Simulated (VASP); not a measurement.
# Li2Se (Fm-3m) in VASP: notebook

Li2Se is run at these levels: PBEsol; tasks: vibrations by perturbation theory.

All numbers are computed with VASP 6.6.1; they aren't measurements. Logs are shortened: lines on timing, memory, paths and dates and some standing lists are left out, and cuts for length are marked.

**1. The cell of the first run**

Symmetry: Fm-3m, No. 225, cubic system. The conventional cell has a = 5.454 Å, b = 5.454 Å, c = 5.454 Å, α = 90.00°, β = 90.00°, γ = 90.00°. Li (site symmetry -43m) has 4 Se at 2.36 Å and 6 Li at 2.73 Å within 3.1 Å. Se (site symmetry m-3m) has 8 Li at 2.36 Å within 3.1 Å.

**2. Vibrations by perturbation theory, PBEsol**

INCAR

```
PREC = Accurate
ENCUT = 750
EDIFF = 1E-8
ISMEAR = 0
SIGMA = 0.01
LREAL = False
LASPH = True
NELM = 120
ALGO = Normal
ISIF = 2
LWAVE = False
LCHARG = False
GGA = PS
NBANDS = 13
IBRION = 8
NSW = 1
GGA_COMPAT = False
```

KPOINTS

```
Automatic mesh
0
Gamma
  8 8 8
```

POSCAR

```
Li2Se
1.0
    2.7271754223      2.7271754223      0.0000000000
   -2.7271754223      2.7271754223      0.0000000000
    0.0000000000      2.7271754223      2.7271754223
Li Se
2 1
Direct
    0.2500000000      0.7500000000      0.5000000000
    0.7500000000      0.2500000000      0.5000000000
    0.0000000000      0.0000000000      0.0000000000
```

Potentials or basis: VASP PAW PBE potentials, release 64 (Li_sv, Se).

The run is started by

```
$ cat potpaw_PBE.64/Li_sv/POTCAR potpaw_PBE.64/Se/POTCAR > POTCAR
$ mpirun -np 1 vasp_std > vasp.out
```

OUTCAR:

```text
PREC = Accurate
   ENCUT = 750
   EDIFF = 1E-8
   ISMEAR = 0
   LREAL = False
   LASPH = True
   NELM = 120
   ISIF = 2
   GGA = PS
   IBRION = 8
   NSW = 1

 ion  position               nearest neighbor table
   1  0.250  0.750  0.500-   3 2.36   3 2.36   3 2.36   3 2.36
   2  0.750  0.250  0.500-   3 2.36   3 2.36   3 2.36   3 2.36
   3  0.000  0.000  0.000-   2 2.36   1 2.36   1 2.36   2 2.36   1 2.36   2 2.36   2 2.36   1 2.36

  LATTYP: Found a face centered cubic cell.
 ALAT       =     5.4543508446

  Lattice vectors:

 A1 = (   0.0000000000,   2.7271754223,   2.7271754223)
 A2 = (   2.7271754223,   0.0000000000,   2.7271754223)
 A3 = (   2.7271754223,   2.7271754223,   0.0000000000)

Analysis of symmetry for initial positions (statically):
=====================================================================
 Subroutine PRICEL returns:
 Original cell was already a primitive cell.

 Routine SETGRP: Setting up the symmetry group for a
 face centered cubic supercell.

 Subroutine GETGRP returns: Found 48 space group operations
 (whereof 48 operations were pure point group operations)
 out of a pool of 48 trial point group operations.

The static configuration has the point symmetry O_h .

Analysis of symmetry for dynamics (positions and initial velocities):
=====================================================================
 Subroutine PRICEL returns:
 Original cell was already a primitive cell.

 Routine SETGRP: Setting up the symmetry group for a
 face centered cubic supercell.

 Subroutine GETGRP returns: Found 48 space group operations
 (whereof 48 operations were pure point group operations)
 out of a pool of 48 trial point group operations.

The dynamic configuration has the point symmetry O_h .

 Subroutine INISYM returns: Found 48 space group operations
 (whereof 48 operations are pure point group operations),
 and found     1 'primitive' translations

----------------------------------------------------------------------------------------

                                     Primitive cell

  volume of cell :      40.5667

  direct lattice vectors                    reciprocal lattice vectors
     2.727175422  2.727175422  0.000000000     0.183339875  0.183339875 -0.183339875
    -2.727175422  2.727175422  0.000000000    -0.183339875  0.183339875 -0.183339875
     0.000000000  2.727175422  2.727175422     0.000000000  0.000000000  0.366679749

  length of vectors
     3.856808469  3.856808469  3.856808469     0.317553978  0.317553978  0.366679749

  position of ions in fractional coordinates (direct lattice)
     0.250000000  0.750000000  0.500000000
     0.750000000  0.250000000  0.500000000
     0.000000000  0.000000000  0.000000000

  ion indices of the primitive-cell ions
   primitive index   ion index
                 1           1
                 2           2
                 3           3

----------------------------------------------------------------------------------------

 KPOINTS: Automatic mesh

Automatic generation of k-mesh.
 Grid dimensions read from file:
 generate k-points for:    8    8    8

 Generating k-lattice:

  Cartesian coordinates                     Fractional coordinates (reciprocal lattice)
     0.022917484  0.022917484 -0.022917484     0.125000000  0.000000000  0.000000000
    -0.022917484  0.022917484 -0.022917484     0.000000000  0.125000000  0.000000000
     0.000000000  0.000000000  0.045834969     0.000000000  0.000000000  0.125000000

[... 98 lines left out ...]

 Free energy of the ion-electron system (eV)
  ---------------------------------------------------
  ext. energy  EPLUGINS =         0.00000000
  ---------------------------------------------------
  free energy    TOTEN  =       -11.09266183 eV

  energy without entropy =      -11.09266183  energy(sigma->0) =      -11.09266183

 E-fermi :   2.9278     XC(G=0):  -9.4982

 val. band max:        2.8677263978   @ k =   0.0000   0.0000   0.0000
 cond. band min:       5.3260364185   @ k =   0.5000   0.5000   0.0000
 fundamental gap:      2.4583100207
 Fermi energy:         2.9277681136

 k-point     1 :       0.0000    0.0000    0.0000
  band No.  band energies     occupation
      1     -40.8972      2.00000
      2     -40.8170      2.00000
      3      -9.4758      2.00000
      4       2.8677      2.00000
      5       2.8677      2.00000
      6       2.8677      2.00000
      7       7.4835      0.00000
      8       8.4454      0.00000
      9       8.4454      0.00000
     10       8.4454      0.00000
     11      14.2884      0.00000
     12      14.2884      0.00000
     13      14.7384      0.00000
[... 354 lines left out ...]
  band No.  band energies     occupation
      1     -40.8543      2.00000
      2     -40.8543      2.00000
      3      -8.7531      2.00000
      4      -0.8433      2.00000
      5       1.0049      2.00000
      6       1.4301      2.00000
      7       8.3980      0.00000
      8       9.3437      0.00000
      9      11.4845      0.00000
     10      12.3301      0.00000
     11      13.4855      0.00000
     12      15.1364      0.00000
     13      17.3095      0.00000

 [... further k-points ...]

------------------------ aborting loop because EDIFF is reached ----------------------------------------

  FORCE on cell =-STRESS in cart. coord.  units (eV):
  Direction    XX          YY          ZZ          XY          YZ          ZX
  --------------------------------------------------------------------------------------
  -------------------------------------------------------------------------------------
  Total        3.8473363      3.8473363      3.8473363      0.0000000      0.0000000      0.0000000
  in kB      151.9502838    151.9502838    151.9502838      0.0000000      0.0000000      0.0000000
  external PRESSURE =     151.9502838 kB  Pullay stress =       0.0000000 kB

 VOLUME and BASIS-vectors are now :
 -----------------------------------------------------------------------------
  energy-cutoff  :      750.00
  volume of cell :       40.57
      direct lattice vectors                 reciprocal lattice vectors
     2.727175422  2.727175422  0.000000000     0.183339875  0.183339875 -0.183339875
    -2.727175422  2.727175422  0.000000000    -0.183339875  0.183339875 -0.183339875
     0.000000000  2.727175422  2.727175422     0.000000000  0.000000000  0.366679749

 POSITION                                       TOTAL-FORCE (eV/Angst)
 -----------------------------------------------------------------------------------
     -1.36359      4.09076      1.36359        -0.000000      0.000000      0.000000
      1.36359      4.09076      1.36359         0.000000     -0.000000     -0.000000
      0.00000      0.00000      0.00000         0.000000     -0.000000      0.000000
 -----------------------------------------------------------------------------------
    total drift:                                0.000000      0.000000      0.000000

  FREE ENERGIE OF THE ION-ELECTRON SYSTEM (eV)
  ---------------------------------------------------
  free  energy   TOTEN  =       -11.0926618301 eV

  energy  without entropy=      -11.0926618301  energy(sigma->0) =      -11.09266183

[... ionic steps 2 to 9 ...]

--------------------------------------- Ionic step       10  -------------------------------------------

 Free energy of the ion-electron system (eV)
  ---------------------------------------------------
  ---------------------------------------------------
  free energy    TOTEN  =        -0.08557026 eV

  energy without entropy =       -0.08557026

------------------------ aborting loop because EDIFF is reached ----------------------------------------

 INTERNAL STRAIN TENSOR  FOR ION    3  DIRECTION 1   (eV/Angst):
 -----------------------------------------------------------------------------
     0.00939 -0.00000  0.00000
     0.00000 -0.01196 -0.00000
     0.00000 -0.00000 -0.01196

 INTERNAL STRAIN TENSOR FOR ION    3 for displacements in x,y,z  (eV/Angst):
          X           Y           Z          XY          YZ          ZX
  --------------------------------------------------------------------------------
  x     0.00000     0.00000     0.00000     0.00000     0.00000     0.00000
  y     0.00000     0.00000     0.00000     0.00000     0.00000     0.00000
  z     0.00000     0.00000     0.00000     0.00000     0.00000     0.00000

 SECOND DERIVATIVES (NOT SYMMETRIZED)
 ------------------------------------
               1X          1Y          1Z          2X          2Y          2Z          3X          3Y          3Z
  1X    -5.120942   -0.000000    0.000000    1.074007   -0.000000    0.000000    4.046935    0.000000   -0.000000
  1Y     0.000000   -5.120942   -0.000000    0.000000    1.074007   -0.000000   -0.000000    4.046935    0.000000
  1Z    -0.000000   -0.000000   -5.120942   -0.000000   -0.000000    1.074007   -0.000000   -0.000000    4.046935
  2X     1.074007   -0.000000    0.000000   -5.120942   -0.000000    0.000000    4.046935    0.000000   -0.000000
  2Y     0.000000    1.074007   -0.000000    0.000000   -5.120942   -0.000000   -0.000000    4.046935    0.000000
  2Z    -0.000000   -0.000000    1.074007   -0.000000   -0.000000   -5.120942   -0.000000   -0.000000    4.046935
  3X     4.075070   -0.000000   -0.000000    4.075070    0.000000   -0.000000   -8.150139    0.000000    0.000000
  3Y    -0.000000    4.075070   -0.000000    0.000000    4.075070    0.000000    0.000000   -8.150139    0.000000
  3Z     0.000000    0.000000    4.075070    0.000000   -0.000000    4.075070    0.000000    0.000000   -8.150139

 Eigenvectors and eigenvalues of the dynamical matrix
 ----------------------------------------------------

   1 f  =   14.696387 THz    92.340122 2PiTHz  490.218701 cm-1    60.779345 meV
             X         Y         Z           dx          dy          dz
     -1.363588  4.090763  1.363588     0.040746   -0.167668    0.685731
      1.363588  4.090763  1.363588    -0.040746    0.167668   -0.685731
      0.000000  0.000000  0.000000     0.000000    0.000000    0.000000
[... 43 lines left out ...]
   9 f/i=    0.016024 THz     0.100684 2PiTHz    0.534517 cm-1     0.066272 meV
             X         Y         Z           dx          dy          dz
     -1.363588  4.090763  1.363588    -0.040515   -0.262592    0.072398
      1.363588  4.090763  1.363588    -0.040515   -0.262592    0.072398
      0.000000  0.000000  0.000000    -0.135505   -0.878255    0.242140

--------------------------------------------------------------------------------------------------------

 ELASTIC MODULI CONTR FROM IONIC RELAXATION (kBar)
 Direction    XX          YY          ZZ          XY          YZ          ZX
 --------------------------------------------------------------------------------
 XX          -0.0000     -0.0000     -0.0000     -0.0000     -0.0000      0.0000
 YY          -0.0000     -0.0000     -0.0000     -0.0000     -0.0000      0.0000
 ZZ          -0.0000     -0.0000     -0.0000     -0.0000     -0.0000      0.0000
 XY          -0.0000     -0.0000     -0.0000   -337.9341      0.0000     -0.0000
 YZ          -0.0000     -0.0000     -0.0000      0.0000   -337.9341     -0.0000
 ZX           0.0000      0.0000      0.0000     -0.0000     -0.0000   -337.9341
 --------------------------------------------------------------------------------
```

It took 5.1 min on 1 thread of Intel Xeon Platinum 8259CL at 2.50GHz (Skylake/Cascade Lake), shared host; peak memory 0.37 GiB.

Results:

```yaml
Highest_phonon_frequency_at_Γ_LO-TO_splitting_left_out: 490 cm⁻¹
```

Phonon frequencies in cm⁻¹ (negative: imaginary):
```csv
q point,frequencies
"(0.000, 0.000, 0.000)",-1 -1 -1 430 430 430 490 490 490
```

Caveat: the cell stands under pressure or tension, which shifts response properties; the PAW data sets were made with another functional, which shifts forces and pressure a little.

(Continued in part 2 of 3.)
